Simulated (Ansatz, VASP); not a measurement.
## One calculation of TaN, two programs

INCAR

```
ALGO = Normal
EDIFF = 1E-6
ENCUT = 520
GGA = PE
ISIF = 2
ISMEAR = 0
LASPH = True
LCHARG = True
LELF = True
LREAL = False
LVHAR = True
LWAVE = False
NBANDS = 24
NELM = 100
PREC = Accurate
SIGMA = 0.15
```

The input KPOINTS:

```
k-points
0
Gamma
  15 15 8
```

POSCAR

```
TaN
1.0
    2.9556944426      0.0000000000      0.0000000000
   -1.4778472213      2.5597064731      0.0000000000
    0.0000000000      0.0000000000      5.9142266377
Ta N
2 2
Direct
   -0.0342829754      0.0000000000      0.0000000000
    0.0342829754      0.0000000000      0.5000000000
    0.3333333333      0.6666666667      0.2500000000
    0.6666666667      0.3333333333      0.7500000000
```

Input for Ansatz:

```yaml
crystal:
  lattice:
    - [2.9556944426, 0.0, 0.0]
    - [-1.4778472213, 2.5597064731, 0.0]
    - [0.0, 0.0, 5.9142266377]
  atoms:
    - { symbol: Ta, position: [-0.0342829754, 0.0, 0.0] }
    - { symbol: Ta, position: [0.0342829754, 0.0, 0.5] }
    - { symbol: "N", position: [0.3333333333, 0.6666666667, 0.25] }
    - { symbol: "N", position: [0.6666666667, 0.3333333333, 0.75] }
basis:
  ecutwfc: 520.0
kpoints:
  mp_grid: { grid: [15, 15, 8] }
hamiltonian:
  xc: pbe
  pseudopotentials: { kind: paw, azcp: { folder: soft_1 } }
scf:
  occupations: { method: gaussian, width: 0.15 }
output:
  forces: true
  stress: true
  eigenvalues: true
```

Change from the starting cell: mode 4 frozen in at -0.100 Å, equal normal strain along x and y +0.0133.

Alike in both runs: task single point; functional PBE; k mesh 15 × 15 × 8; occupations gaussian, width 0.15 eV; no spin polarisation.

```csv
,VASP,Ansatz
version,VASP 6.6.1,Ansatz 0.2.0
potentials or method,"VASP PAW PBE potentials, release 64 (Ta_pv, N), cutoff 520 eV","scalar-relativistic, plane waves, PAW"
valence electrons in the cell,32,36
```

VASP gave:

```
gap on the k mesh at the Fermi level (eV)                     : none
pressure (GPa)                                                : -5.6
traceless stress, the component that is largest in VASP (GPa) : 4.87
rms of the force components (eV/Å)                            : 0.498
```

Problem. Which values does Ansatz return?

Solution. gap on the k mesh at the Fermi level (eV): none; pressure (GPa): -6.3; traceless stress, the component that is largest in VASP (GPa): 4.78; rms of the force components (eV/Å): 0.496.

Atom by atom the forces differ by 0.003 eV/Å (rms over components). A gap of «none» marks a metal or a gap that the smearing closes. VASP's potentials hold 32 valence electrons a cell and Ansatz's 36, so a difference there can come from the potentials and not from the codes.

Spin-orbit coupling is off throughout.
